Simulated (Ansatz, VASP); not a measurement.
CdSn2O3 in VASP and in Ansatz

```
Cd Sn O
1.0
     6.09893    0.00000    0.00000
    -3.04947    5.28183    0.00000
     0.00000    0.00000    5.45789
Cd Sn O
2 4 6
Direct
  0.00000 0.00000 0.50000
  0.00000 0.00000 0.00000
  0.66667 0.33333 0.50000
  0.33333 0.66667 0.50000
  0.66667 0.33333 0.00000
  0.33333 0.66667 0.00000
  0.00000 0.33333 0.75000
  0.66667 0.66667 0.75000
  0.33333 0.00000 0.75000
  0.33333 0.33333 0.25000
  0.00000 0.66667 0.25000
  0.66667 0.00000 0.25000
```

Alike in both runs: task relaxation of cell and atoms; functional PBE; k mesh 3 × 3 × 4; occupations gaussian, width 0.1 eV; no spin polarisation.

|  | VASP | Ansatz |
| --- | --- | --- |
| version | VASP 6.6.1 | Ansatz 0.2.0 |
| potentials or method | VASP PAW PBE potentials, release 64 (Cd, Sn_d, O), cutoff 600 eV | scalar-relativistic, plane waves, PAW |
| valence electrons in the cell | 116 | 132 |

Ansatz gave:

- gap on the k mesh at the Fermi level, each at its own relaxed structure (eV): none
- relaxed volume (Å³/atom): 15.89
- relaxed length of the cell vector where the two differ most in proportion (Å): 6.213

Q: Which values does VASP return?

A: gap on the k mesh at the Fermi level, each at its own relaxed structure (eV): none; relaxed volume (Å³/atom): 15.89; relaxed length of the cell vector where the two differ most in proportion (Å): 6.215.

A gap of «none» marks a metal or a gap that the smearing closes. VASP's potentials hold 116 valence electrons a cell and Ansatz's 132, so a difference there can come from the potentials and not from the codes.

The k mesh is coarse, so the values compare programs but aren't converged.
